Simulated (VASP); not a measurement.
# F2 in VASP: single point with r2SCAN

Aim: the single point of F2 with r2SCAN.

Everything below comes from runs of VASP 6.6.1. Logs are shortened: lines on timing, memory, paths and dates and some standing lists are left out, and cuts for length are marked.

## Step 1: The cell of the first run

The cell holds a molecule in a box, 2 atoms: a = 12.000 Å, b = 12.300 Å, c = 12.600 Å, α = 90.00°, β = 90.00°, γ = 90.00°.

## Step 2: Single point, r2SCAN

File POSCAR:

```
F
1.0
   12.0000000000      0.0000000000      0.0000000000
    0.0000000000     12.3000000000      0.0000000000
    0.0000000000      0.0000000000     12.6000000000
F
2
Direct
    0.5000000000      0.5000000000      0.4446127625
    0.5000000000      0.5000000000      0.5553872375
```

File INCAR.step1:

```
PREC     = Accurate       # precision mode
ENCUT    = 1110           # plane-wave cutoff, eV
ISMEAR   = -1             # smearing method
SIGMA    = 0.01           # smearing width, eV
LREAL    = F              # projectors in reciprocal space
LASPH    = T              # aspherical terms in the spheres
NELM     = 120            # most SCF steps
NBANDS   = 14             # bands
GGA      = PE             # functional
ALGO     = Normal         # electronic algorithm
EDIFF    = 1E-5           # SCF threshold, eV
LWAVE    = T              # write WAVECAR
LCHARG   = F              # write CHGCAR
GGA_COMPAT= F            
NELMDL   = -8
```

File INCAR.step2:

```
PREC     = Accurate       # precision mode
ENCUT    = 1110           # plane-wave cutoff, eV
EDIFF    = 1E-6           # SCF threshold, eV
ISMEAR   = -1             # smearing method
SIGMA    = 0.01           # smearing width, eV
LREAL    = F              # projectors in reciprocal space
LASPH    = T              # aspherical terms in the spheres
NELM     = 120            # most SCF steps
ALGO     = Normal         # electronic algorithm
ISIF     = 2              # what is computed and relaxed
LWAVE    = F              # write WAVECAR
LCHARG   = F              # write CHGCAR
METAGGA  = R2SCAN         # meta-GGA
LMIXTAU  = T            
NBANDS   = 14             # bands
ISTART   = 1            
GGA_COMPAT= F
```

File KPOINTS:

```
Automatic mesh
0
Gamma
  1 1 1
```

Potentials or basis: VASP PAW PBE potentials, release 64 (F_h).

Started as:

```console
> cat potpaw_PBE.64/F_h/POTCAR > POTCAR
> cp INCAR.step1 INCAR
> mpirun -np 1 vasp_gam > vasp.out
> cp INCAR.step2 INCAR
> mpirun -np 1 vasp_gam > vasp.out
```

OUTCAR:

```text
PREC = Accurate
   ENCUT = 1110
   EDIFF = 1E-6
   ISMEAR = -1
   LREAL = F
   LASPH = T
   NELM = 120
   ISIF = 2
   METAGGA = R2SCAN
   ISTART = 1

 ion  position               nearest neighbor table
   1  0.500  0.500  0.445-   2 1.40
   2  0.500  0.500  0.555-   1 1.40

  LATTYP: Found a simple orthorhombic cell.
 ALAT       =    12.0000000000
 B/A-ratio  =     1.0250000000
 C/A-ratio  =     1.0500000000

  Lattice vectors:

 A1 = (  12.0000000000,   0.0000000000,   0.0000000000)
 A2 = (   0.0000000000,  12.3000000000,   0.0000000000)
 A3 = (   0.0000000000,   0.0000000000,  12.6000000000)

Analysis of symmetry for initial positions (statically):
=====================================================================
 Subroutine PRICEL returns:
 Original cell was already a primitive cell.

 Routine SETGRP: Setting up the symmetry group for a
 simple orthorhombic supercell.

 Subroutine GETGRP returns: Found  8 space group operations
 (whereof  8 operations were pure point group operations)
 out of a pool of  8 trial point group operations.

The static configuration has the point symmetry D_2h.

Analysis of symmetry for dynamics (positions and initial velocities):
=====================================================================
 Subroutine PRICEL returns:
 Original cell was already a primitive cell.

 Routine SETGRP: Setting up the symmetry group for a
 simple orthorhombic supercell.

 Subroutine GETGRP returns: Found  8 space group operations
 (whereof  8 operations were pure point group operations)
 out of a pool of  8 trial point group operations.

The dynamic configuration has the point symmetry D_2h.

 Subroutine INISYM returns: Found  8 space group operations
 (whereof  8 operations are pure point group operations),
 and found     1 'primitive' translations

----------------------------------------------------------------------------------------

                                     Primitive cell

  volume of cell :    1859.7600

  direct lattice vectors                    reciprocal lattice vectors
    12.000000000  0.000000000  0.000000000     0.083333333  0.000000000  0.000000000
     0.000000000 12.300000000  0.000000000     0.000000000  0.081300813  0.000000000
     0.000000000  0.000000000 12.600000000     0.000000000  0.000000000  0.079365079

  length of vectors
[... 48 lines left out ...]
 SYSTEM =  unknown system
   PREC   = accura    normal or accurate (medium, high low for compatibility)
   ISTART =      1    job   : 0-new  1-cont  2-samecut
   ICHARG =      0    charge: 1-file 2-atom 10-const
   ISPIN  =      1    spin polarized calculation?
   LNONCOLLINEAR =      F non collinear calculations
   LSORBIT =      F    spin-orbit coupling
   LASPH  =      T    aspherical Exc in radial PAW
   ENCUT  = 1110.0 eV  81.58 Ry    9.03 a.u.  32.60 33.41 34.23*2*pi/ulx,y,z
   NELM   =    120;   NELMIN=  2; NELMDL=  0     # of ELM steps
   EDIFF  = 0.1E-05   stopping-criterion for ELM
   LREAL  =      F    real-space projection
[... 7 lines left out ...]
   TEBEG  =    0.0;   TEEND  =   0.0 temperature during run
   PSTRESS=    0.0 pullay stress
   NELECT =      14.0000    total number of electrons
   NUPDOWN=      -1.0000    fix difference up-down
   EMIN   =  10.00;   EMAX   =-10.00  energy-range for DOS
   EFERMI =   0.00;   METHOD = LEGACY
   ISMEAR =    -1;   SIGMA  =   0.01  broadening in eV -4-tet -1-fermi 0-gaus
   EFERMI_NEDOS =   21; number of points for ismear=-14 and -15
   IALGO  =     38    algorithm
   IMIX   =      4    mixing-type and parameters
     AMIX     =   0.40;   BMIX     =  1.00
     AMIX_MAG =   1.60;   BMIX_MAG =  1.00
  volume/ion in A,a.u.               =     929.88      6275.14
  Fermi-wavevector in a.u.,A,eV,Ry     =   0.320847  0.606314  1.400625  0.102943
  Thomas-Fermi vector in A             =   1.207823
   LORBIT       =      0    0 simple, 1 ext, 2 COOP (PROOUT), +10 PAW based schemes
   METAGGA = R2SCAN    functional components
   LHFCALC =     F    Hartree Fock is set to
   AEXX    =    0.0000 exact exchange contribution
   IVDW    =     0    specifies the selected vdW correction
   LEPSILON=     F    determine dielectric tensor
   LRPA    =     F    only Hartree local field effects (RPA)
 non-spin polarized calculation
  energy-cutoff  :     1110.00
  volume of cell :     1859.76
 maximum number of plane-waves:     78102
 NGX is ok and might be reduce to   140
   NGX = 65   NGY = 67   NGZ = 69

 number of electron      14.0000000 magnetization

 Free energy of the ion-electron system (eV)
  ---------------------------------------------------
  ext. energy  EPLUGINS =         0.00000000
  ---------------------------------------------------
  free energy    TOTEN  =        -6.22877876 eV

  energy without entropy =       -6.22877876  energy(sigma->0) =       -6.22877876

 E-fermi :  -9.4910     XC(G=0):  -0.1854

 val. band max:       -9.8272328158   @ k =   0.0000   0.0000   0.0000
 cond. band min:      -5.0913408420   @ k =   0.0000   0.0000   0.0000
 fundamental gap:      4.7358919738
 Fermi energy:        -9.4910058216

 k-point     1 :       0.0000    0.0000    0.0000
  band No.  band energies     occupation
      1     -35.7578      2.00000
      2     -29.0400      2.00000
      3     -15.7361      2.00000
      4     -13.4525      2.00000
      5     -13.4524      2.00000
      6      -9.8273      2.00000
      7      -9.8272      2.00000
      8      -5.0913      0.00000
      9       0.0253      0.00000
     10       0.9535      0.00000
     11       0.9824      0.00000
     12       1.0268      0.00000
     13       1.0352      0.00000
     14       1.0756      0.00000

------------------------ aborting loop because EDIFF is reached ----------------------------------------

  FORCE on cell =-STRESS in cart. coord.  units (eV):
  Direction    XX          YY          ZZ          XY          YZ          ZX
  --------------------------------------------------------------------------------------
  -------------------------------------------------------------------------------------
  Total       -0.0734170     -0.0734821      0.0924783     -0.0000000      0.0000000      0.0000000
  in kB       -0.0632485     -0.0633046      0.0796698     -0.0000000      0.0000000      0.0000000
  external PRESSURE =      -0.0156278 kB  Pullay stress =       0.0000000 kB

 VOLUME and BASIS-vectors are now :
 -----------------------------------------------------------------------------
  energy-cutoff  :     1110.00
  volume of cell :     1859.76
      direct lattice vectors                 reciprocal lattice vectors
    12.000000000  0.000000000  0.000000000     0.083333333  0.000000000  0.000000000
     0.000000000 12.300000000  0.000000000     0.000000000  0.081300813  0.000000000
     0.000000000  0.000000000 12.600000000     0.000000000  0.000000000  0.079365079

 POSITION                                       TOTAL-FORCE (eV/Angst)
 -----------------------------------------------------------------------------------
      6.00000      6.15000      5.60212         0.000000      0.000000     -0.120946
      6.00000      6.15000      6.99788         0.000000      0.000000      0.120946
 -----------------------------------------------------------------------------------
    total drift:                                0.000000      0.000000      0.000000

  FREE ENERGIE OF THE ION-ELECTRON SYSTEM (eV)
  ---------------------------------------------------
  free  energy   TOTEN  =        -6.2287787575 eV

  energy  without entropy=       -6.2287787575  energy(sigma->0) =       -6.22877876
```

OUTCAR.step1:

```text
PREC = Accurate
   ENCUT = 1110
   ISMEAR = -1
   LREAL = F
   LASPH = T
   NELM = 120
[... 213 lines left out ...]
 -----------------------------------------------------------------------------------
      6.00000      6.15000      5.60212         0.000000      0.000000     -0.682380
      6.00000      6.15000      6.99788         0.000000      0.000000      0.682380
 -----------------------------------------------------------------------------------
    total drift:                                0.000000      0.000000      0.000000

  FREE ENERGIE OF THE ION-ELECTRON SYSTEM (eV)
  ---------------------------------------------------
  free  energy   TOTEN  =        -3.6904293624 eV

  energy  without entropy=       -3.6904293624  energy(sigma->0) =       -3.69042936
```

OSZICAR.step1:

```text
N       E                     dE             d eps       ncg     rms          rms(c)
DAV:   1     0.215521609814E+03    0.21552E+03   -0.38153E+03    28   0.938E+02
DAV:   2     0.109758872993E+03   -0.10576E+03   -0.10389E+03    50   0.892E+01
DAV:   3     0.299770886485E+02   -0.79782E+02   -0.76097E+02    48   0.956E+01
DAV:   4    -0.226032475714E+01   -0.32237E+02   -0.32192E+02    48   0.668E+01
DAV:   5    -0.441673676896E+01   -0.21564E+01   -0.21564E+01    28   0.188E+01
DAV:   6    -0.448612225624E+01   -0.69385E-01   -0.69385E-01    44   0.301E+00
DAV:   7    -0.448633632568E+01   -0.21407E-03   -0.21406E-03    42   0.164E-01
DAV:   8    -0.448634100400E+01   -0.46783E-05   -0.46725E-05    38   0.211E-02    0.963E+00
DAV:   9    -0.388452229735E+01    0.60182E+00   -0.37737E-01    28   0.552E+00    0.550E+00
DAV:  10    -0.368992311630E+01    0.19460E+00   -0.45549E-01    28   0.614E+00    0.572E-01
DAV:  11    -0.368874580667E+01    0.11773E-02   -0.70468E-02    34   0.208E+00    0.993E-02
DAV:  12    -0.368912988550E+01   -0.38408E-03   -0.13089E-03    44   0.318E-01    0.582E-02
DAV:  13    -0.368964401740E+01   -0.51413E-03   -0.15870E-04    44   0.865E-02    0.201E-02
DAV:  14    -0.368990516090E+01   -0.26114E-03   -0.47578E-05    36   0.522E-02    0.881E-03
DAV:  15    -0.369000978244E+01   -0.10462E-03   -0.62886E-06    48   0.192E-02    0.358E-03
DAV:  16    -0.369029067749E+01   -0.28090E-03   -0.27875E-05    36   0.239E-02    0.369E-03
DAV:  17    -0.369035439212E+01   -0.63715E-04   -0.42172E-06    36   0.943E-03    0.187E-03
DAV:  18    -0.369042464463E+01   -0.70253E-04   -0.21652E-06    28   0.758E-03    0.121E-03
DAV:  19    -0.369042936238E+01   -0.47177E-05   -0.10407E-07    32   0.271E-03
   1 F= -.36904294E+01 E0= -.36904294E+01  d E =-.305094E-12
```

Wall time 12 min (1 thread of Intel Xeon 6975P-C (Granite Rapids), shared host); peak memory 4.4 GiB.

Results:

| Item | Value |
| --- | --- |
| Free energy | -6.2288 eV |
| Largest force | 0.121 eV/Å |
| Gap between the frontier levels | 4.74 eV |

Forces in eV/Å, atoms in the order of the input:
```
F    0.000  0.000 -0.121
F    0.000  0.000  0.121
```

Levels at points of the mesh, in eV from the valence-band top:
| k point | band 5 | band 6 | band 7 | band 8 | band 9 | band 10 |
| --- | --- | --- | --- | --- | --- | --- |
| (0.00, 0.00, 0.00) | -3.63 | 0.00 | 0.00 | 4.74 | 9.85 | 10.78 |

Caveat: the PAW data sets were made with another functional, which shifts forces and pressure a little.
